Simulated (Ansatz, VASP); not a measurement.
# CaF in VASP and in Ansatz

INCAR

```
SYSTEM = CaF
PREC     = Accurate       ! precision mode
ENCUT    = 600            ! plane-wave cutoff, eV
EDIFF    = 1E-6           ! SCF threshold, eV
ISMEAR   = 0              ! smearing method
SIGMA    = 0.1            ! smearing width, eV
LREAL    = .FALSE.        ! projectors in reciprocal space
LASPH    = .TRUE.         ! aspherical terms in the spheres
NELM     = 100            ! most SCF steps
ALGO     = Normal         ! electronic algorithm
ISIF     = 3              ! what is computed and relaxed
LWAVE    = .FALSE.        ! write WAVECAR
LCHARG   = .FALSE.        ! write CHGCAR
GGA      = PE             ! functional
IBRION   = 2              ! ionic algorithm
NSW      = 100            ! ionic steps
EDIFFG   = -0.01          ! ionic threshold
```

File KPOINTS:

```
regular mesh
0
G
  12 12 8
  0 0 0
```

The input POSCAR:

```
CaF
1.0
    3.8514676730      0.0000000000      0.0000000000
   -1.9257338365      3.3354688467      0.0000000000
    0.0000000000      0.0000000000      6.4657756535
Ca F
2 2
Direct
    0.6666666667      0.3333333333      0.2477290168
    0.3333333333      0.6666666667      0.7522709832
    0.6666666667      0.3333333333      0.6259721158
    0.3333333333      0.6666666667      0.3740278842
```

Input for Ansatz:

```yaml
crystal:
  lattice:
    - [3.851467673, 0.0, 0.0]
    - [-1.9257338365, 3.3354688467, 0.0]
    - [0.0, 0.0, 6.4657756535]
  atoms:
    - { symbol: Ca, position: [0.6666666667, 0.3333333333, 0.2477290168] }
    - { symbol: Ca, position: [0.3333333333, 0.6666666667, 0.7522709832] }
    - { symbol: F, position: [0.6666666667, 0.3333333333, 0.6259721158] }
    - { symbol: F, position: [0.3333333333, 0.6666666667, 0.3740278842] }
basis:
  ecutwfc: 420
kpoints:
  mp_grid: { grid: [12, 12, 8] }
hamiltonian:
  xc: pbe
scf:
  occupations: { method: gaussian, width: 0.1 }
output:
  forces: true
  stress: true
  eigenvalues: true
relax:
  adjacent_minimum: "off"
  f_tol: 0.01
  max_steps: 80
  cell: { stress_tol: 0.05 }
```

Change from the starting cell: the structure that the rattled wurtzite type (P6_3mc, No. 186) fell into.

Alike in both runs: task relaxation of cell and atoms; functional PBE; k mesh 12 × 12 × 8; occupations gaussian, width 0.1 eV; no spin polarisation.

|  | VASP | Ansatz |
| --- | --- | --- |
| version | VASP 6.6.1 | Ansatz 0.2.0 |
| potentials or method | VASP PAW PBE potentials, release 64 (Ca_sv, F), cutoff 600 eV | scalar-relativistic, plane waves, PAW |
| valence electrons in the cell | 34 | 34 |

Ansatz gave:

| Quantity | Value |
| --- | --- |
| gap on the k mesh at the Fermi level, each at its own relaxed structure (eV) | none |
| relaxed volume (Å³/atom) | 20.74 |
| relaxed cell length with the largest relative difference (Å) | 3.851 |

Task: What did VASP give for the same quantities?

Result: gap on the k mesh at the Fermi level, each at its own relaxed structure (eV): none; relaxed volume (Å³/atom): 20.75; relaxed cell length with the largest relative difference (Å): 3.852.

A gap of «none» marks a metal or a gap that the smearing closes.
